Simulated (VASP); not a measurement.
Set up this calculation in VASP 6.6.1, as the native input.

- Task: relaxation of the atoms
- Functional: PBE
- Potentials or basis: VASP PAW PBE potentials, release 64 (Pt)
- Cutoff: 520 eV
- k mesh: 12 × 12 × 1
- Occupations: gaussian, width 0.1 eV
- Spin: no spin polarisation
- Dipole correction: yes
- Atoms held fixed (from 0): [0]
- Further INCAR settings: ALGO = Normal; EDIFF = 1e-06; IBRION = 2; EDIFFG = -0.03; NSW = 70

The structure of Pt lies in POSCAR:

```
Pt
1.0
    2.8071640662      0.0000000000      0.0000000000
   -1.4035820331      2.4310753939      0.0000000000
    0.0000000000      0.0000000000     18.5840797243
Pt
3
Selective dynamics
Direct
    0.6666666667      0.3333333333      0.3766664857  F F F
    0.3333333333      0.6666666667      0.5000000000  T T T
    0.0000000000      0.0000000000      0.6233335143  T T T
```

The input as run:

INCAR

```
SYSTEM = Pt
  PREC = Accurate
  ENCUT = 520
  EDIFF = 1E-6
  ISMEAR = 0
  SIGMA = 0.1
  LREAL = .FALSE.
  LASPH = .TRUE.
  NELM = 100
  ALGO = Normal
  ISIF = 2
  LWAVE = .FALSE.
  LCHARG = .FALSE.
  LDIPOL = .TRUE.
  IDIPOL = 3
  DIPOL = 0.5 0.5 0.500
  GGA = PE
  IBRION = 2
  NSW = 70
  EDIFFG = -0.03
```

KPOINTS

```
Automatic mesh
0
G
  12 12 1
  0 0 0
```

Potentials or basis: VASP PAW PBE potentials, release 64 (Pt).

Launch:

```console
$ cat potpaw_PBE.64/Pt/POTCAR > POTCAR
$ mpirun -np 1 vasp_std > vasp.out
```

Results of the run:

| Quantity | Value |
| --- | --- |
| Energy gained by relaxing | 0.4 meV/atom |
| Ionic steps | 5 |
| Band gap on the k mesh | zero (bands 15 and 16 overlap by 1.27 eV) |

Caveat: spin-orbit coupling is left out, which moves the levels of the heavy elements.

Run time: 9 min on 1 thread of Intel Xeon 8259CL, on a shared host, peak memory 0.28 GiB.
